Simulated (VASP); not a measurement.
# AlRu in VASP: single point with PBE

Aim: the single point of AlRu with PBE.

All numbers are computed with VASP 6.6.1; they aren't measurements. Logs are shortened: lines on timing, memory, paths and dates and some standing lists are left out, and cuts for length are marked.

### Step 1. The cell of the first run

The cell holds a slab with vacuum, 8 atoms: a = 2.992 Å, b = 2.992 Å, c = 25.471 Å, α = 90.00°, β = 90.00°, γ = 90.00°.

### Step 2. Single point, PBE

File INCAR:

```
PREC     = Accurate       # precision mode
ENCUT    = 520            # plane-wave cutoff, eV
EDIFF    = 1E-6           # SCF threshold, eV
ISMEAR   = -1             # smearing method
SIGMA    = 0.05           # smearing width, eV
LREAL    = False          # projectors in reciprocal space
LASPH    = True           # aspherical terms in the spheres
NELM     = 80             # most SCF steps
ALGO     = Normal         # electronic algorithm
ISIF     = 2              # what is computed and relaxed
LWAVE    = False          # write WAVECAR
LCHARG   = False          # write CHGCAR
LDIPOL   = True         
IDIPOL   = 3            
DIPOL    = 0.5 0.5 0.500
GGA      = PE             # functional
NBANDS   = 44             # bands
```

File KPOINTS:

```
Automatic mesh
0
Gamma
  9 9 1
```

File POSCAR:

```
AlRu
1.0
    2.9916000000      0.0000000000      0.0000000000
    0.0000000000      2.9916000000      0.0000000000
    0.0000000000      0.0000000000     25.4706000000
Ru Al
4 4
Direct
    0.5000000000      0.5000000000      0.2944571388
    0.5000000000      0.5000000000      0.4119102024
    0.5000000000      0.5000000000      0.5293632659
    0.5000000000      0.5000000000      0.6468163294
    0.0000000000      0.0000000000      0.3531836706
    0.0000000000      0.0000000000      0.4706367341
    0.0000000000      0.0000000000      0.5880897976
    0.0000000000      0.0000000000      0.7055428612
```

Potentials or basis: VASP PAW PBE potentials, release 64 (Ru_pv, Al).

Started as:

```bash
$ cat potpaw_PBE.64/Ru_pv/POTCAR potpaw_PBE.64/Al/POTCAR > POTCAR
$ mpirun -np 1 vasp_std > vasp.out
```

OUTCAR:

```text
PREC = Accurate
   ENCUT = 520
   EDIFF = 1E-6
   ISMEAR = -1
   LREAL = False
   LASPH = True
   NELM = 80
   ISIF = 2
   GGA = PE

 ion  position               nearest neighbor table
   1  0.500  0.500  0.294-   5 2.59   5 2.59   5 2.59   5 2.59   2 2.99
   2  0.500  0.500  0.412-   6 2.59   6 2.59   6 2.59   6 2.59   5 2.59   5 2.59   5 2.59   5 2.59
                             3 2.99   1 2.99
   3  0.500  0.500  0.529-   7 2.59   7 2.59   7 2.59   7 2.59   6 2.59   6 2.59   6 2.59   6 2.59
                             4 2.99   2 2.99
   4  0.500  0.500  0.647-   7 2.59   7 2.59   7 2.59   7 2.59   8 2.59   8 2.59   8 2.59   8 2.59
                             3 2.99
   5  0.000  0.000  0.353-   2 2.59   2 2.59   2 2.59   2 2.59   1 2.59   1 2.59   1 2.59   1 2.59
                             6 2.99
   6  0.000  0.000  0.471-   2 2.59   2 2.59   2 2.59   2 2.59   3 2.59   3 2.59   3 2.59   3 2.59
                             5 2.99   7 2.99
   7  0.000  0.000  0.588-   3 2.59   3 2.59   3 2.59   3 2.59   4 2.59   4 2.59   4 2.59   4 2.59
                             6 2.99   8 2.99
   8  0.000  0.000  0.706-   4 2.59   4 2.59   4 2.59   4 2.59   7 2.99

  LATTYP: Found a simple tetragonal cell.
 ALAT       =     2.9916000000
 C/A-ratio  =     8.5140393101

  Lattice vectors:

 A1 = (   2.9916000000,   0.0000000000,   0.0000000000)
 A2 = (   0.0000000000,   2.9916000000,   0.0000000000)
 A3 = (   0.0000000000,   0.0000000000,  25.4706000000)

Analysis of symmetry for initial positions (statically):
=====================================================================
 Subroutine PRICEL returns:
 Original cell was already a primitive cell.

 Routine SETGRP: Setting up the symmetry group for a
 simple tetragonal supercell.

 Subroutine GETGRP returns: Found  8 space group operations
 (whereof  8 operations were pure point group operations)
 out of a pool of 16 trial point group operations.

The static configuration has the point symmetry C_4v.

Analysis of symmetry for dynamics (positions and initial velocities):
=====================================================================
 Subroutine PRICEL returns:
 Original cell was already a primitive cell.

 Routine SETGRP: Setting up the symmetry group for a
 simple tetragonal supercell.

 Subroutine GETGRP returns: Found  8 space group operations
 (whereof  8 operations were pure point group operations)
 out of a pool of 16 trial point group operations.

The dynamic configuration has the point symmetry C_4v.

 Subroutine INISYM returns: Found  8 space group operations
 (whereof  8 operations are pure point group operations),
 and found     1 'primitive' translations

----------------------------------------------------------------------------------------

                                     Primitive cell

  volume of cell :     227.9535

  direct lattice vectors                    reciprocal lattice vectors
     2.991600000  0.000000000  0.000000000     0.334269287  0.000000000  0.000000000
     0.000000000  2.991600000  0.000000000     0.000000000  0.334269287  0.000000000
     0.000000000  0.000000000 25.470600000     0.000000000  0.000000000  0.039260952

  length of vectors
     2.991600000  2.991600000 25.470600000     0.334269287  0.334269287  0.039260952

  position of ions in fractional coordinates (direct lattice)
     0.500000000  0.500000000  0.294457139
     0.500000000  0.500000000  0.411910202
     0.500000000  0.500000000  0.529363266
     0.500000000  0.500000000  0.646816329
     0.000000000  0.000000000  0.353183671
     0.000000000  0.000000000  0.470636734
     0.000000000  0.000000000  0.588089798
     0.000000000  0.000000000  0.705542861

  ion indices of the primitive-cell ions
   primitive index   ion index
                 1           1
                 2           2
                 3           3
                 4           4
                 5           5
                 6           6
                 7           7
                 8           8

----------------------------------------------------------------------------------------

 KPOINTS: Automatic mesh

Automatic generation of k-mesh.
 Grid dimensions read from file:
 generate k-points for:    9    9    1

 Generating k-lattice:

  Cartesian coordinates                     Fractional coordinates (reciprocal lattice)
     0.037141032  0.000000000  0.000000000     0.111111111  0.000000000  0.000000000
     0.000000000  0.037141032  0.000000000     0.000000000  0.111111111  0.000000000
     0.000000000  0.000000000  0.039260952     0.000000000  0.000000000  1.000000000

  Length of vectors
     0.037141032  0.037141032  0.039260952

  Shift w.r.t. Gamma in fractional coordinates (k-lattice)
     0.000000000  0.000000000  0.000000000

 Subroutine IBZKPT returns following result:
 ===========================================

 Found     15 irreducible k-points:

 Following reciprocal coordinates:
            Coordinates               Weight
  0.000000  0.000000  0.000000      1.000000
  0.111111  0.000000  0.000000      4.000000
  0.222222  0.000000  0.000000      4.000000
  0.333333  0.000000  0.000000      4.000000
  0.444444  0.000000  0.000000      4.000000
  0.111111  0.111111  0.000000      4.000000
  0.222222  0.111111  0.000000      8.000000
  0.333333  0.111111  0.000000      8.000000
  0.444444  0.111111  0.000000      8.000000
  0.222222  0.222222  0.000000      4.000000
  0.333333  0.222222  0.000000      8.000000
  0.444444  0.222222  0.000000      8.000000
  0.333333  0.333333  0.000000      4.000000
  0.444444  0.333333  0.000000      8.000000
  0.444444  0.444444  0.000000      4.000000
   k-points           NKPTS =     15   k-points in BZ     NKDIM =     15   number of bands    NBANDS=     44
   number of dos      NEDOS =    301   number of ions     NIONS =      8
   total plane-waves  NPLWV = 110592
   dimension x,y,z NGX =    24 NGY =   24 NGZ =  192
   dimension x,y,z NGXF=    48 NGYF=   48 NGZF=  384
   ions per type =               4   4
   NGX,Y,Z   is equivalent  to a cutoff of  13.34, 13.34, 12.53 a.u.
   NGXF,Y,Z  is equivalent  to a cutoff of  26.67, 26.67, 25.06 a.u.
 SYSTEM =  unknown system
   PREC   = accura    normal or accurate (medium, high low for compatibility)
   ISTART =      0    job   : 0-new  1-cont  2-samecut
   ICHARG =      2    charge: 1-file 2-atom 10-const
   ISPIN  =      1    spin polarized calculation?
   LNONCOLLINEAR =      F non collinear calculations
   LSORBIT =      F    spin-orbit coupling
   LASPH  =      T    aspherical Exc in radial PAW
   ENCUT  =  520.0 eV  38.22 Ry    6.18 a.u.   5.56  5.56 47.36*2*pi/ulx,y,z
   NELM   =     80;   NELMIN=  2; NELMDL= -5     # of ELM steps
   EDIFF  = 0.1E-05   stopping-criterion for ELM
   LREAL  =      F    real-space projection
   EDIFFG = 0.1E-04   stopping-criterion for IOM
   NSW    =      0    number of steps for IOM
   IBRION =     -1    ionic relax: 0-MD 1-quasi-New 2-CG
   NFREE  =      0    steps in history (QN), initial steepest desc. (CG)
   ISIF   =      2    stress and relaxation
   ISYM   =      2    0-nonsym 1-usesym 2-fastsym
   POTIM  = 0.5000    time-step for ionic-motion
   TEBEG  =    0.0;   TEEND  =   0.0 temperature during run
   PSTRESS=    0.0 pullay stress
   NELECT =      68.0000    total number of electrons
   NUPDOWN=      -1.0000    fix difference up-down
   EMIN   =  10.00;   EMAX   =-10.00  energy-range for DOS
   EFERMI =   0.00;   METHOD = LEGACY
   ISMEAR =    -1;   SIGMA  =   0.05  broadening in eV -4-tet -1-fermi 0-gaus
   EFERMI_NEDOS =   21; number of points for ismear=-14 and -15
   IALGO  =     38    algorithm
   IMIX   =      4    mixing-type and parameters
     AMIX     =   0.40;   BMIX     =  1.00
     AMIX_MAG =   1.60;   BMIX_MAG =  1.00
  volume/ion in A,a.u.               =      28.49       192.29
  Fermi-wavevector in a.u.,A,eV,Ry     =   1.093862  2.067099 16.279824  1.196533
  Thomas-Fermi vector in A             =   2.230155
   LORBIT       =      0    0 simple, 1 ext, 2 COOP (PROOUT), +10 PAW based schemes
   GGA     = PE    functional components
   LHFCALC =     F    Hartree Fock is set to
   AEXX    =    0.0000 exact exchange contribution
   IVDW    =     0    specifies the selected vdW correction
   LEPSILON=     F    determine dielectric tensor
   LRPA    =     F    only Hartree local field effects (RPA)
 non-spin polarized calculation
  energy-cutoff  :      520.00
  volume of cell :      227.95
 maximum number of plane-waves:      6172
 NGX is ok and might be reduce to    24
   NGX = 11   NGY = 11   NGZ = 95

 dipolmoment           0.000000      0.000000      0.001107 electrons x Angstroem

 number of electron      67.9999989 magnetization

 dipolmoment           0.000000      0.000000     -0.054547 electrons x Angstroem

 Free energy of the ion-electron system (eV)
  ---------------------------------------------------
  ext. energy  EPLUGINS =         0.00000000
  ---------------------------------------------------
  free energy    TOTEN  =       -53.91987312 eV

  energy without entropy =      -53.86548260  energy(sigma->0) =      -53.89267786

 E-fermi :   3.1491     XC(G=0):  -6.8086

 val. band max:        3.1472343858   @ k =   0.1111   0.0000   0.0000
 cond. band min:       3.1596799286   @ k =   0.2222   0.0000   0.0000
 fundamental gap:      0.0124455428
 Fermi energy:         3.1491494898

 k-point     1 :       0.0000    0.0000    0.0000
  band No.  band energies     occupation
      1     -38.8881      2.00000
      2     -38.8302      2.00000
      3     -38.7146      2.00000
      4     -38.6990      2.00000
      5     -38.6990      2.00000
      6     -38.6625      2.00000
[... 36 lines left out ...]
     43       7.7620      0.00000
     44       8.8230      0.00000
[... 617 lines left out ...]
      4     -38.8373      2.00000
      5     -38.8369      2.00000
      6     -38.7872      2.00000
[... 36 lines left out ...]
     43       7.8094      0.00000
     44       7.8188      0.00000

------------------------ aborting loop because EDIFF is reached ----------------------------------------

 vacuum level on the upper side and lower side of the slab       (xc-potential included)        -0.703         0.337

  FORCE on cell =-STRESS in cart. coord.  units (eV):
  Direction    XX          YY          ZZ          XY          YZ          ZX
  --------------------------------------------------------------------------------------
  -------------------------------------------------------------------------------------
  Total       -2.0137392     -2.0137392     -2.9149986      0.0000000      0.0000000     -0.0000000
  in kB      -14.1536216    -14.1536216    -20.4881485      0.0000000      0.0000000     -0.0000000
  external PRESSURE =     -16.2651306 kB  Pullay stress =       0.0000000 kB

 VOLUME and BASIS-vectors are now :
 -----------------------------------------------------------------------------
  energy-cutoff  :      520.00
  volume of cell :      227.95
      direct lattice vectors                 reciprocal lattice vectors
     2.991600000  0.000000000  0.000000000     0.334269287  0.000000000  0.000000000
     0.000000000  2.991600000  0.000000000     0.000000000  0.334269287  0.000000000
     0.000000000  0.000000000 25.470600000     0.000000000  0.000000000  0.039260952

 POSITION                                       TOTAL-FORCE (eV/Angst)
 -----------------------------------------------------------------------------------
      1.49580      1.49580      7.50000        -0.000000      0.000000      0.581434
      1.49580      1.49580     10.49160        -0.000000      0.000000     -0.357343
      1.49580      1.49580     13.48320         0.000000      0.000000     -0.228221
      1.49580      1.49580     16.47480        -0.000000      0.000000      1.585223
      0.00000      0.00000      8.99580        -0.000000      0.000000     -0.295957
      0.00000      0.00000     11.98740        -0.000000      0.000000      0.212917
      0.00000      0.00000     14.97900        -0.000000     -0.000000     -0.171053
      0.00000      0.00000     17.97060        -0.000000      0.000000     -1.327001
 -----------------------------------------------------------------------------------
    total drift:                                0.000000     -0.000000     -0.000182

  FREE ENERGIE OF THE ION-ELECTRON SYSTEM (eV)
  ---------------------------------------------------
  free  energy   TOTEN  =       -53.9198731196 eV

  energy  without entropy=      -53.8654825972  energy(sigma->0) =      -53.89267786

 vacuum level on the upper side and lower side of the slab         6.235         7.281
```

Run time: 11 min. Hardware: 1 thread of Intel Xeon Platinum 8488C (Sapphire Rapids), shared host; peak memory 0.38 GiB.

What came out:

| Quantity | Value |
| --- | --- |
| Free energy | -53.9199 eV |
| Largest force | 1.585 eV/Å |
| Band gap on the k mesh | zero (band 34 reaches 4.46 eV, above the bottom of band 35 at 2.56 eV) |

Forces on the atoms (eV/Å):
```
Ru   0.000  0.000  0.581
Ru   0.000  0.000 -0.357
Ru   0.000  0.000 -0.228
Ru   0.000  0.000  1.585
Al   0.000  0.000 -0.296
Al   0.000  0.000  0.213
Al   0.000  0.000 -0.171
Al   0.000  0.000 -1.327
```
